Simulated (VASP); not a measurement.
# MgF2 (P4_2/mnm) in VASP: a series of runs, part 2 of 2

VASP 6.6.1. Earlier steps stand in the parts before.

### 3 Single point, r2SCAN (epitaxial xy strain +3.0%)

The input, POSCAR:

```
MgF2
1.0
    4.7606764744      0.0000000000      0.0000000000
    0.0000000000      4.7606764744      0.0000000000
    0.0000000000      0.0000000000      2.9954670586
Mg F
2 4
Direct
    0.0000000000      0.0000000000      0.0000000000
    0.5000000000      0.5000000000      0.5000000000
    0.3034110595      0.3034110595      0.0000000000
    0.1965889405      0.8034110595      0.5000000000
    0.8034110595      0.1965889405      0.5000000000
    0.6965889405      0.6965889405      0.0000000000
```

The input, INCAR.step1:

```
PREC     = Accurate       # precision mode
ENCUT    = 660            # plane-wave cutoff, eV
ISMEAR   = 0              # smearing method
SIGMA    = 0.01           # smearing width, eV
LREAL    = F              # projectors in reciprocal space
LASPH    = T              # aspherical terms in the spheres
NELM     = 120            # most SCF steps
NBANDS   = 25             # bands
GGA      = PE             # functional
ALGO     = Normal         # electronic algorithm
EDIFF    = 1E-5           # SCF threshold, eV
LWAVE    = T              # write WAVECAR
LCHARG   = F              # write CHGCAR
GGA_COMPAT= F
```

The input, INCAR.step2:

```
PREC     = Accurate       # precision mode
ENCUT    = 660            # plane-wave cutoff, eV
EDIFF    = 1E-6           # SCF threshold, eV
ISMEAR   = 0              # smearing method
SIGMA    = 0.01           # smearing width, eV
LREAL    = F              # projectors in reciprocal space
LASPH    = T              # aspherical terms in the spheres
NELM     = 120            # most SCF steps
ALGO     = Normal         # electronic algorithm
ISIF     = 2              # what is computed and relaxed
LWAVE    = F              # write WAVECAR
LCHARG   = F              # write CHGCAR
METAGGA  = R2SCAN         # meta-GGA
LMIXTAU  = T            
NBANDS   = 25             # bands
ISTART   = 1            
GGA_COMPAT= F
```

The input, KPOINTS:

```
Automatic mesh
0
Gamma
  6 6 8
```

Potentials or basis: VASP PAW PBE potentials, release 64 (Mg, F).

Started as:

```bash
$ cat potpaw_PBE.64/Mg/POTCAR potpaw_PBE.64/F/POTCAR > POTCAR
$ cp INCAR.step1 INCAR
$ mpirun -np 1 vasp_std > vasp.out
$ cp INCAR.step2 INCAR
$ mpirun -np 1 vasp_std > vasp.out
```

OUTCAR:

```text
PREC = Accurate
   ENCUT = 660
   EDIFF = 1E-6
   ISMEAR = 0
   LREAL = F
   LASPH = T
   NELM = 120
   ISIF = 2
   METAGGA = R2SCAN
   ISTART = 1

 ion  position               nearest neighbor table
   1  0.000  0.000  0.000-   4 2.00   5 2.00   4 2.00   5 2.00   3 2.04   6 2.04
   2  0.500  0.500  0.500-   3 2.00   6 2.00   3 2.00   6 2.00   5 2.04   4 2.04
   3  0.303  0.303  0.000-   2 2.00   2 2.00   1 2.04
   4  0.197  0.803  0.500-   1 2.00   1 2.00   2 2.04
   5  0.803  0.197  0.500-   1 2.00   1 2.00   2 2.04
   6  0.697  0.697  0.000-   2 2.00   2 2.00   1 2.04

  LATTYP: Found a simple tetragonal cell.
[... 880 lines left out ...]
  -------------------------------------------------------------------------------------
  Total       -2.8373959     -2.8373959     -0.6031904      0.0000000      0.0000000      0.0000000
  in kB      -66.9620337    -66.9620337    -14.2351858      0.0000000      0.0000000      0.0000000
  external PRESSURE =     -49.3864177 kB  Pullay stress =       0.0000000 kB

 VOLUME and BASIS-vectors are now :
 -----------------------------------------------------------------------------
  energy-cutoff  :      660.00
  volume of cell :       67.89
      direct lattice vectors                 reciprocal lattice vectors
     4.760676474  0.000000000  0.000000000     0.210054181  0.000000000  0.000000000
     0.000000000  4.760676474  0.000000000     0.000000000  0.210054181  0.000000000
     0.000000000  0.000000000  2.995467059     0.000000000  0.000000000  0.333837756

 POSITION                                       TOTAL-FORCE (eV/Angst)
 -----------------------------------------------------------------------------------
      0.00000      0.00000      0.00000        -0.000000      0.000000     -0.000000
      2.38034      2.38034      1.49773        -0.000000      0.000000     -0.000000
      1.44444      1.44444      0.00000         0.006490      0.006490     -0.000000
      0.93590      3.82478      1.49773        -0.006490      0.006490     -0.000000
      3.82478      0.93590      1.49773         0.006490     -0.006490      0.000000
      3.31623      3.31623      0.00000        -0.006490     -0.006490      0.000000
 -----------------------------------------------------------------------------------
    total drift:                                0.000000      0.000000      0.000000

  FREE ENERGIE OF THE ION-ELECTRON SYSTEM (eV)
  ---------------------------------------------------
  free  energy   TOTEN  =       -43.7775483393 eV

  energy  without entropy=      -43.7775483393  energy(sigma->0) =      -43.77754834
```

OUTCAR.step1:

```text
PREC = Accurate
   ENCUT = 660
   ISMEAR = 0
   LREAL = F
[... 912 lines left out ...]
      1.44444      1.44444      0.00000        -0.027037     -0.027037      0.000000
      0.93590      3.82478      1.49773         0.027037     -0.027037      0.000000
      3.82478      0.93590      1.49773        -0.027037      0.027037     -0.000000
      3.31623      3.31623      0.00000         0.027037      0.027037     -0.000000
 -----------------------------------------------------------------------------------
    total drift:                                0.000000      0.000000      0.000000

  FREE ENERGIE OF THE ION-ELECTRON SYSTEM (eV)
  ---------------------------------------------------
  free  energy   TOTEN  =       -31.5263569729 eV

  energy  without entropy=      -31.5263569729  energy(sigma->0) =      -31.52635697
```

Wall time 11 min (1 thread of Oxide Virtual Turin-like, shared host); peak memory 0.25 GiB.

Results:

| Quantity | Value |
| --- | --- |
| Free energy | -43.7775 eV |
| Pressure | -4.9 GPa |
| Largest force | 0.009 eV/Å |
| Band gap on the k mesh | 7.80 eV |

Forces in eV/Å, atoms in the order of the input:
```
Mg   0.000  0.000  0.000
Mg   0.000  0.000  0.000
F    0.006  0.006  0.000
F   -0.006  0.006  0.000
F    0.006 -0.006  0.000
F   -0.006 -0.006  0.000
```

Stress tensor (GPa, compression positive):
```
-6.70  0.00  0.00
 0.00 -6.70  0.00
 0.00  0.00 -1.42
```

Caveat: the cell differs from its parent crystal (epitaxial xy strain +3.0%); the stress differs along the axes, from -7 to -1 GPa; the structure was generated, so it needn't be the stable form of MgF2; the PAW data sets were made with another functional, which shifts forces and pressure a little. A k mesh can miss the band edges.

### 4 Single point, r2SCAN (epitaxial xy strain +4.0%)

The input, POSCAR:

```
MgF2
1.0
    4.8068966344      0.0000000000      0.0000000000
    0.0000000000      4.8068966344      0.0000000000
    0.0000000000      0.0000000000      2.9815746277
Mg F
2 4
Direct
    0.0000000000      0.0000000000      0.0000000000
    0.5000000000      0.5000000000      0.5000000000
    0.3039688291      0.3039688291      0.0000000000
    0.1960311709      0.8039688291      0.5000000000
    0.8039688291      0.1960311709      0.5000000000
    0.6960311709      0.6960311709      0.0000000000
```

The input, INCAR.step1:

```
SYSTEM = MgF2
ALGO = Normal ; EDIFF = 1E-5
ENCUT = 660 ; GGA = PE
GGA_COMPAT = .FALSE. ; ISMEAR = 0
LASPH = .TRUE. ; LCHARG = .FALSE.
LREAL = .FALSE. ; LWAVE = .TRUE.
NBANDS = 25 ; NELM = 120
PREC = Accurate ; SIGMA = 0.01
```

The input, INCAR.step2:

```
SYSTEM = MgF2
ALGO = Normal ; EDIFF = 1E-6
ENCUT = 660 ; GGA_COMPAT = .FALSE.
ISIF = 2 ; ISMEAR = 0
ISTART = 1 ; LASPH = .TRUE.
LCHARG = .TRUE. ; LELF = .TRUE.
LMIXTAU = .TRUE. ; LREAL = .FALSE.
LVHAR = .TRUE. ; LWAVE = .FALSE.
METAGGA = R2SCAN ; NBANDS = 25
NELM = 120 ; PREC = Accurate
SIGMA = 0.01
```

The input, KPOINTS:

```
k-points
0
G
  6 6 8
  0 0 0
```

Started as:

```bash
$ cat potpaw_PBE.64/Mg/POTCAR potpaw_PBE.64/F/POTCAR > POTCAR
$ cp INCAR.step1 INCAR
$ mpirun -np 1 vasp_std > vasp.out
$ cp INCAR.step2 INCAR
$ mpirun -np 1 vasp_std > vasp.out
```

It took 12 min on 1 thread of Oxide Virtual Turin-like, shared host; peak memory 0.25 GiB.

It converged, with:

| Quantity | Value |
| --- | --- |
| Free energy | -43.7228 eV |
| Pressure | -5.9 GPa |
| Largest force | 0.011 eV/Å |
| Band gap on the k mesh | 7.73 eV |

Forces on the atoms (eV/Å):
```
Mg   0.000  0.000  0.000
Mg   0.000  0.000  0.000
F    0.008  0.008  0.000
F   -0.008  0.008  0.000
F    0.008 -0.008  0.000
F   -0.008 -0.008  0.000
```

Stress tensor (GPa, compression positive):
```
-8.14  0.00  0.00
 0.00 -8.14  0.00
 0.00  0.00 -1.39
```

Levels at points of the mesh, in eV from the valence-band top:
```tsv
k point	band 13	band 14	band 15	band 16	band 17	band 18	band 19	band 20
(0.00, 0.00, 0.00)	-0.64	-0.35	-0.35	0.00	7.73	13.04	13.04	14.86
(0.50, 0.00, 0.00)	-0.85	-0.85	-0.37	-0.37	10.06	10.06	14.34	14.34
(0.50, 0.50, 0.00)	-0.91	-0.91	-0.79	-0.79	11.71	11.71	11.86	11.86
(0.00, 0.00, 0.50)	-0.99	-0.99	-0.81	-0.81	12.68	12.68	15.94	15.94
(0.50, 0.00, 0.50)	-0.73	-0.73	-0.64	-0.64	13.42	13.42	14.33	14.33
(0.50, 0.50, 0.50)	-0.59	-0.59	-0.51	-0.51	13.82	13.82	14.05	14.05
```

Caveat: the cell differs from its parent crystal (epitaxial xy strain +4.0%); the stress differs along the axes, from -8 to -1 GPa; the structure was generated, so it needn't be the stable form of MgF2; the PAW data sets were made with another functional, which shifts forces and pressure a little. A k mesh can miss the band edges.

### 5 The runs side by side

| level | cell | k mesh | cutoff (eV) | grid for exact exchange (PRECFOCK) | share of exact exchange | screening parameter | gap on the mesh (eV) | pressure (GPa) | largest force (eV/Å) |
| --- | --- | --- | --- | --- | --- | --- | --- | --- | --- |
| HSE06 | a = 4.714, b = 4.714, c = 3.011 Å, 6 atoms, epitaxial xy strain +2.0% | 4 × 4 × 6 | 520 | Normal | 0.25 | 0.2079 1/Å | 9.25 | -1.8 | 0.03 |
| r2SCAN | a = 4.761, b = 4.761, c = 2.995 Å, 6 atoms, epitaxial xy strain +3.0% | 6 × 6 × 8 | 660 | - | - | - | 7.80 | -4.9 | 0.01 |
| r2SCAN | a = 4.807, b = 4.807, c = 2.982 Å, 6 atoms, epitaxial xy strain +4.0% | 6 × 6 × 8 | 660 | - | - | - | 7.73 | -5.9 | 0.01 |

Alike in all rows: task single point; potentials or basis VASP PAW PBE potentials, release 64 (Mg, F); no spin polarisation; smearing gaussian 0.01 eV.

Caveats: the structure was generated, so it needn't be the stable form of MgF2; the PAW data sets were made with another functional, which shifts forces and pressure a little; the stress differs along the axes, from -7 to -1 GPa (at least some runs); the stress differs along the axes, from -8 to -1 GPa (at least some runs).

Absolute energies hang on the potentials; compare differences alone.
